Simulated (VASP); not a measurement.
# Cs2TlF3 (Imm2) in VASP: single point with PBEsol

Aim: the single point of Cs2TlF3 with PBEsol.

All numbers are computed with VASP 6.6.1; they aren't measurements. Logs are shortened: lines on timing, memory, paths and dates and some standing lists are left out, and cuts for length are marked.

### Step 1. The cell of the first run

Symmetry: Imm2, No. 44, orthorhombic system. The conventional cell has a = 5.818 Å, b = 12.372 Å, c = 4.139 Å, α = 90.00°, β = 90.00°, γ = 90.00°. Cs (site symmetry m) has 6 F at 2.90 to 3.15 Å within 3.8 Å. Within 3.4 Å of Tl (site symmetry mm2) lie 6 F at 2.61 to 3.02 Å. F (site symmetry m) has 2 Tl at 2.61 to 3.02 Å and 4 Cs at 2.92 to 3.15 Å within 3.4 Å. Within 3.8 Å of F (site symmetry mm2) lie 4 Cs at 2.90 to 2.92 Å and 2 Tl at 2.91 Å.

### Step 2. Single point, PBEsol

File INCAR:

```
SYSTEM = Cs2TlF3
ALGO = Normal ; EDIFF = 1E-6
ENCUT = 520 ; GGA = PS
ISIF = 2 ; ISMEAR = -1
LASPH = .True. ; LCHARG = .False.
LREAL = .False. ; LWAVE = .False.
NBANDS = 35 ; NELM = 100
PREC = Accurate ; SIGMA = 0.03
```

File KPOINTS:

```
k-points
0
Gamma
  6 6 6
  0 0 0
```

File POSCAR:

```
Cs2TlF3
1.0
   -2.9089302618      6.1859203584      2.0693487183
    2.9089302618     -6.1859203584      2.0693487183
    2.9089302618      6.1859203584     -2.0693487183
Cs Tl F
2 1 3
Direct
    0.5366628973      0.3712265319      0.1654363654
    0.2057901666      0.3712265319      0.8345636346
    0.8379467715      0.3379467715      0.5000000000
    0.2520996341     -0.0947175826      0.3468172167
    0.5584652007     -0.0947175826      0.6531827833
   -0.1319666802     -0.1319666802      0.0000000000
```

Potentials or basis: VASP PAW PBE potentials, release 64 (Cs_sv, Tl_d, F).

Launch:

```console
$ cat potpaw_PBE.64/Cs_sv/POTCAR potpaw_PBE.64/Tl_d/POTCAR potpaw_PBE.64/F/POTCAR > POTCAR
$ mpirun -np 1 vasp_std > vasp.out
```

OUTCAR:

```text
SYSTEM = Cs2TlF3
   EDIFF = 1E-6
   ENCUT = 520
   GGA = PS
   ISIF = 2
   ISMEAR = -1
   LASPH = .True.
   LREAL = .False.
   NELM = 100
   PREC = Accurate

 ion  position               nearest neighbor table
   1  0.537  0.371  0.165-
   2  0.206  0.371  0.835-
   3  0.838  0.338  0.500-   5 2.61   4 2.61   6 2.91   6 2.91   5 3.02   4 3.02
   4  0.252  0.905  0.347-   3 2.61   3 3.02
   5  0.558  0.905  0.653-   3 2.61   3 3.02
   6  0.868  0.868  0.000-   3 2.91   3 2.91

  LATTYP: Found a body centered orthorhombic cell.
 ALAT       =     4.1386974366
 B/A-ratio  =     1.4057226006
 C/A-ratio  =     2.9893078454

  Lattice vectors:

 A1 = (   2.9089302618,  -6.1859203584,   2.0693487183)
 A2 = (  -2.9089302618,  -6.1859203584,  -2.0693487183)
 A3 = (   2.9089302618,   6.1859203584,  -2.0693487183)

Analysis of symmetry for initial positions (statically):
=====================================================================
 Subroutine PRICEL returns:
 Original cell was already a primitive cell.

 Routine SETGRP: Setting up the symmetry group for a
 body centered orthorhombic supercell.

 Subroutine GETGRP returns: Found  4 space group operations
 (whereof  4 operations were pure point group operations)
 out of a pool of  8 trial point group operations.

The static configuration has the point symmetry C_2v.

Analysis of symmetry for dynamics (positions and initial velocities):
=====================================================================
 Subroutine PRICEL returns:
 Original cell was already a primitive cell.

 Routine SETGRP: Setting up the symmetry group for a
 body centered orthorhombic supercell.

 Subroutine GETGRP returns: Found  4 space group operations
 (whereof  4 operations were pure point group operations)
 out of a pool of  8 trial point group operations.

The dynamic configuration has the point symmetry C_2v.

 Subroutine INISYM returns: Found  4 space group operations
 (whereof  4 operations are pure point group operations),
 and found     1 'primitive' translations

----------------------------------------------------------------------------------------

                                     Primitive cell

  volume of cell :     148.9468

  direct lattice vectors                    reciprocal lattice vectors
    -2.908930262  6.185920358  2.069348718     0.000000000  0.080828716  0.241621915
     2.908930262 -6.185920358  2.069348718     0.171884492  0.000000000  0.241621915
     2.908930262  6.185920358 -2.069348718     0.171884492  0.080828716  0.000000000

  length of vectors
     7.142106837  7.142106837  7.142106837     0.254783106  0.296522222  0.189940938

  position of ions in fractional coordinates (direct lattice)
     0.536662897  0.371226532  0.165436365
     0.205790167  0.371226532  0.834563635
     0.837946772  0.337946772  0.500000000
     0.252099634  0.905282417  0.346817217
     0.558465201  0.905282417  0.653182783
     0.868033320  0.868033320  0.000000000

  ion indices of the primitive-cell ions
   primitive index   ion index
                 1           1
                 2           2
                 3           3
                 4           4
                 5           5
                 6           6

----------------------------------------------------------------------------------------

 KPOINTS: k-points

Automatic generation of k-mesh.
 Grid dimensions read from file:
 generate k-points for:    6    6    6

 Generating k-lattice:

  Cartesian coordinates                     Fractional coordinates (reciprocal lattice)
     0.000000000  0.013471453  0.040270319     0.166666667  0.000000000  0.000000000
     0.028647415  0.000000000  0.040270319     0.000000000  0.166666667  0.000000000
     0.028647415  0.013471453  0.000000000     0.000000000  0.000000000  0.166666667

  Length of vectors
     0.042463851  0.049420370  0.031656823

  Shift w.r.t. Gamma in fractional coordinates (k-lattice)
     0.000000000  0.000000000  0.000000000

 Subroutine IBZKPT returns following result:
 ===========================================

 Found     46 irreducible k-points:

 Following reciprocal coordinates:
            Coordinates               Weight
  0.000000  0.000000  0.000000      1.000000
  0.166667  0.000000 -0.000000      4.000000
  0.333333  0.000000 -0.000000      4.000000
  0.500000  0.000000 -0.000000      2.000000
  0.000000  0.166667 -0.000000      4.000000
  0.166667  0.166667 -0.000000      8.000000
[... 16 lines left out ...]
 -0.166667  0.166667  0.166667      2.000000
  0.166667  0.333333  0.166667      4.000000
 [... further k-points ...]
   k-points           NKPTS =     46   k-points in BZ     NKDIM =     46   number of bands    NBANDS=     35
   number of dos      NEDOS =    301   number of ions     NIONS =      6
   total plane-waves  NPLWV = 157464
   dimension x,y,z NGX =    54 NGY =   54 NGZ =   54
   dimension x,y,z NGXF=   108 NGYF=  108 NGZF=  108
   ions per type =               2   1   3
   NGX,Y,Z   is equivalent  to a cutoff of  12.57, 12.57, 12.57 a.u.
   NGXF,Y,Z  is equivalent  to a cutoff of  25.14, 25.14, 25.14 a.u.
 SYSTEM =  Cs2TlF3
   PREC   = accura    normal or accurate (medium, high low for compatibility)
   ISTART =      0    job   : 0-new  1-cont  2-samecut
   ICHARG =      2    charge: 1-file 2-atom 10-const
   ISPIN  =      1    spin polarized calculation?
   LNONCOLLINEAR =      F non collinear calculations
   LSORBIT =      F    spin-orbit coupling
   LASPH  =      T    aspherical Exc in radial PAW
   ENCUT  =  520.0 eV  38.22 Ry    6.18 a.u.  13.28 13.28 13.28*2*pi/ulx,y,z
   NELM   =    100;   NELMIN=  2; NELMDL= -5     # of ELM steps
   EDIFF  = 0.1E-05   stopping-criterion for ELM
   LREAL  =      F    real-space projection
   EDIFFG = 0.1E-04   stopping-criterion for IOM
   NSW    =      0    number of steps for IOM
   IBRION =     -1    ionic relax: 0-MD 1-quasi-New 2-CG
   NFREE  =      0    steps in history (QN), initial steepest desc. (CG)
   ISIF   =      2    stress and relaxation
   ISYM   =      2    0-nonsym 1-usesym 2-fastsym
   POTIM  = 0.5000    time-step for ionic-motion
   TEBEG  =    0.0;   TEEND  =   0.0 temperature during run
   PSTRESS=    0.0 pullay stress
   NELECT =      52.0000    total number of electrons
   NUPDOWN=      -1.0000    fix difference up-down
   EMIN   =  10.00;   EMAX   =-10.00  energy-range for DOS
   EFERMI =   0.00;   METHOD = LEGACY
   ISMEAR =    -1;   SIGMA  =   0.03  broadening in eV -4-tet -1-fermi 0-gaus
   EFERMI_NEDOS =   21; number of points for ismear=-14 and -15
   IALGO  =     38    algorithm
   IMIX   =      4    mixing-type and parameters
     AMIX     =   0.40;   BMIX     =  1.00
     AMIX_MAG =   1.60;   BMIX_MAG =  1.00
  volume/ion in A,a.u.               =      24.82       167.52
  Fermi-wavevector in a.u.,A,eV,Ry     =   1.152742  2.178367 18.079619  1.328814
  Thomas-Fermi vector in A             =   2.289391
   LORBIT       =      0    0 simple, 1 ext, 2 COOP (PROOUT), +10 PAW based schemes
   GGA     = PS    functional components
   LHFCALC =     F    Hartree Fock is set to
   AEXX    =    0.0000 exact exchange contribution
   IVDW    =     0    specifies the selected vdW correction
   LEPSILON=     F    determine dielectric tensor
   LRPA    =     F    only Hartree local field effects (RPA)
 non-spin polarized calculation
  energy-cutoff  :      520.00
  volume of cell :      148.95
 maximum number of plane-waves:      4046
 NGX is ok and might be reduce to    54
   NGX = 27   NGY = 27   NGZ = 27

 number of electron      52.0000002 magnetization

 Free energy of the ion-electron system (eV)
  ---------------------------------------------------
  ext. energy  EPLUGINS =         0.00000000
  ---------------------------------------------------
  free energy    TOTEN  =       -24.21771303 eV

  energy without entropy =      -24.21771303  energy(sigma->0) =      -24.21771303

 E-fermi :   0.9922     XC(G=0):  -8.9340

 val. band max:        0.3456795842   @ k =   0.0000   0.5000  -0.0000
 cond. band min:       4.3463584692   @ k =   0.5000   0.5000  -0.0000
 fundamental gap:      4.0006788849
 Fermi energy:         0.9921903048

 k-point     1 :       0.0000    0.0000    0.0000
  band No.  band energies     occupation
      1     -20.1028      2.00000
      2     -19.7911      2.00000
      3     -19.7453      2.00000
      4     -18.9022      2.00000
      5     -18.7094      2.00000
      6      -8.7436      2.00000
[... 27 lines left out ...]
     34       8.2801      0.00000
     35       9.4044      0.00000

 k-point     2 :       0.1667    0.0000   -0.0000
  band No.  band energies     occupation
      1     -20.0549      2.00000
      2     -19.7980      2.00000
      3     -19.7436      2.00000
      4     -18.8844      2.00000
      5     -18.7394      2.00000
      6      -8.7378      2.00000
[... 27 lines left out ...]
     34       8.3600      0.00000
     35       9.3287      0.00000

 k-point     3 :       0.3333    0.0000   -0.0000
  band No.  band energies     occupation
      1     -19.9473      2.00000
      2     -19.8196      2.00000
      3     -19.7326      2.00000
      4     -18.8530      2.00000
      5     -18.8066      2.00000
      6      -8.7269      2.00000
[... 27 lines left out ...]
     34       8.9022      0.00000
     35       9.0157      0.00000
[... 723 lines left out ...]
 k-point    23 :      -0.1667    0.1667    0.1667
  band No.  band energies     occupation
      1     -20.0117      2.00000
      2     -19.7966      2.00000
      3     -19.7648      2.00000
      4     -18.9411      2.00000
      5     -18.7684      2.00000
      6      -8.7346      2.00000
[... 27 lines left out ...]
     34       8.9141      0.00000
     35       9.4686      0.00000

 k-point    24 :       0.1667    0.3333    0.1667
  band No.  band energies     occupation
      1     -19.8010      2.00000
      2     -19.7954      2.00000
      3     -19.7188      2.00000
      4     -18.9468      2.00000
      5     -18.9062      2.00000
      6      -8.7327      2.00000
[... 27 lines left out ...]
     34       8.8212      0.00000
     35       9.8709      0.00000

 [... further k-points ...]
[... 5 lines left out ...]
  --------------------------------------------------------------------------------------
  -------------------------------------------------------------------------------------
  Total        0.0128001     -0.0515976     -0.0794062      0.0000000      0.0000000      0.0000000
  in kB        0.1376871     -0.5550201     -0.8541488      0.0000000      0.0000000      0.0000000
  external PRESSURE =      -0.4238273 kB  Pullay stress =       0.0000000 kB

 VOLUME and BASIS-vectors are now :
 -----------------------------------------------------------------------------
  energy-cutoff  :      520.00
  volume of cell :      148.95
      direct lattice vectors                 reciprocal lattice vectors
    -2.908930262  6.185920358  2.069348718     0.000000000  0.080828716  0.241621915
     2.908930262 -6.185920358  2.069348718     0.171884492  0.000000000  0.241621915
     2.908930262  6.185920358 -2.069348718     0.171884492  0.080828716  0.000000000

 POSITION                                       TOTAL-FORCE (eV/Angst)
 -----------------------------------------------------------------------------------
     -0.00000      2.04675      1.53639        -0.000000      0.005775      0.001327
      2.90893      4.13917     -0.53295        -0.000000     -0.005775      0.001327
      0.00000      6.18592      1.39866         0.000000      0.000000      0.005184
      2.90893     -1.89515      1.67734        -0.000000      0.005964     -0.005465
      2.90893      1.89515      1.67734         0.000000     -0.005964     -0.005465
      0.00000      0.00000      3.59253        -0.000000      0.000000      0.003093
 -----------------------------------------------------------------------------------
    total drift:                                0.000001      0.000000      0.000099

  FREE ENERGIE OF THE ION-ELECTRON SYSTEM (eV)
  ---------------------------------------------------
  free  energy   TOTEN  =       -24.2177130313 eV

  energy  without entropy=      -24.2177130313  energy(sigma->0) =      -24.21771303
```

It took 4.8 min on 1 thread of Intel Xeon Platinum 8488C (Sapphire Rapids), shared host; peak memory 0.53 GiB.

What came out:

```
Free energy            : -24.2177 eV
Pressure               : 0.0 GPa
Largest force          : 0.008 eV/Å
Band gap on the k mesh : 4.00 eV (least direct gap 4.30 eV)
```

Forces on the atoms (eV/Å):
```
Cs   0.000  0.006  0.001
Cs   0.000 -0.006  0.001
Tl   0.000  0.000  0.005
F    0.000  0.006 -0.005
F    0.000 -0.006 -0.005
F    0.000  0.000  0.003
```

Caveat: the PAW data sets were made with another functional, which shifts forces and pressure a little; spin-orbit coupling is left out, which moves the levels of the heavy elements.
